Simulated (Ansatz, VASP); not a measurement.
**Two plane-wave programs on ZrIn2Se3**

```xyz
6
Lattice="4.9607 0.0000 0.0000 0.0000 4.9607 0.0000 0.0000 0.0000 7.0644" Properties=species:S:1:pos:R:3 pbc="T T T"
Zr    0.0000    0.0000    3.5322
In    0.0000    2.4804    1.8926
In    2.4804    0.0000    5.1718
Se    2.4804    2.4804    0.0000
Se    0.0000    0.0000    0.0000
Se    2.4804    2.4804    3.5322
```

Change from the starting cell: species swapped into the Li3MnAs2 type (P-4m2, No. 115).

Alike in both runs: task relaxation of cell and atoms; functional PBE; k mesh 4 × 4 × 4; occupations gaussian, width 0.1 eV; no spin polarisation.

```csv
,VASP,Ansatz
version,VASP 6.6.1,Ansatz 0.2.0
potentials or method,"VASP PAW PBE potentials, release 64 (Zr_sv, In_d, Se), cutoff 600 eV","scalar-relativistic, plane waves, PAW"
valence electrons in the cell,56,86
```

|  | VASP | Ansatz | Ansatz less VASP |
| --- | --- | --- | --- |
| gap on the k mesh at the Fermi level, each at its own relaxed structure (eV) | none | none | - |
| relaxed volume (Å³/atom) | 27.23 | 26.64 | -0.588 |
| relaxed cell length with the largest relative difference (Å) | 5.530 | 10.812 | +5.2827 |

A gap of «none» marks a metal or a gap that the smearing closes. One of these differences is far larger than is usual between the two programs; its cause wasn't traced. VASP's potentials hold 56 valence electrons a cell and Ansatz's 86, so a difference there can come from the potentials and not from the codes.
